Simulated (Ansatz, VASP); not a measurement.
## SiO2: VASP beside Ansatz

The input INCAR:

```
SYSTEM = SiO2
PREC = Accurate
ENCUT = 520
EDIFF = 1E-6
ISMEAR = 0
SIGMA = 0.05
LREAL = .FALSE.
LASPH = .TRUE.
NELM = 100
ALGO = Normal
ISIF = 2
LWAVE = .FALSE.
LCHARG = .TRUE.
GGA = PE
LELF = .TRUE.
LVHAR = .TRUE.
NBANDS = 25
```

The input KPOINTS:

```
Automatic mesh
0
G
  6 6 6
  0 0 0
```

POSCAR

```
SiO2
1.0
   -2.5133692696      2.5133692696      3.7816254373
    2.5133692696     -2.5133692696      3.7816254373
    2.5133692696      2.5133692696     -3.7816254373
Si O
2 4
Direct
    0.0000000000      0.0000000000      0.0000000000
    0.7500000000      0.2500000000      0.5000000000
    0.9670112602      0.6250000000      0.8420112602
    0.3750000000      0.2170112602      0.3420112602
    0.7829887398      0.1250000000      0.1579887398
    0.8750000000      0.0329887398      0.6579887398
```

Input for Ansatz:

```yaml
crystal:
  lattice:
    - [-2.5133692696, 2.5133692696, 3.7816254373]
    - [2.5133692696, -2.5133692696, 3.7816254373]
    - [2.5133692696, 2.5133692696, -3.7816254373]
  atoms:
    - { symbol: Si, position: [0.0, 0.0, 0.0] }
    - { symbol: Si, position: [0.75, 0.25, 0.5] }
    - { symbol: O, position: [0.9670112602, 0.625, 0.8420112602] }
    - { symbol: O, position: [0.375, 0.2170112602, 0.3420112602] }
    - { symbol: O, position: [0.7829887398, 0.125, 0.1579887398] }
    - { symbol: O, position: [0.875, 0.0329887398, 0.6579887398] }
basis:
  ecutwfc: 420
kpoints:
  mp_grid: { grid: [6, 6, 6] }
hamiltonian:
  xc: pbe
scf:
  occupations: { method: gaussian, width: 0.05 }
output:
  forces: true
  stress: true
  eigenvalues: true
```

Change from the starting cell: strain +0.000 along x and y, +0.025 along z, atoms carried along.

Alike in both runs: task single point; functional PBE; k mesh 6 × 6 × 6; occupations gaussian, width 0.05 eV; no spin polarisation.

```csv
,VASP,Ansatz
version,VASP 6.6.1,Ansatz 0.2.0
potentials or method,"VASP PAW PBE potentials, release 64 (Si, O), cutoff 520 eV","scalar-relativistic, plane waves, PAW"
valence electrons in the cell,32,32
```

```csv
,VASP,Ansatz,Ansatz less VASP
gap on the k mesh at the Fermi level (eV),5.55,5.56,+0.002
least direct gap on the mesh (eV),5.55,5.56,+0.002
pressure (GPa),-3.5,-3.6,-0.06
"traceless stress, the component that is largest in VASP (GPa)",-0.97,-1.00,-0.031
rms of the force components (eV/Å),0.101,0.099,-0.0024
```

Atom by atom the forces differ by 0.002 eV/Å (rms over components).
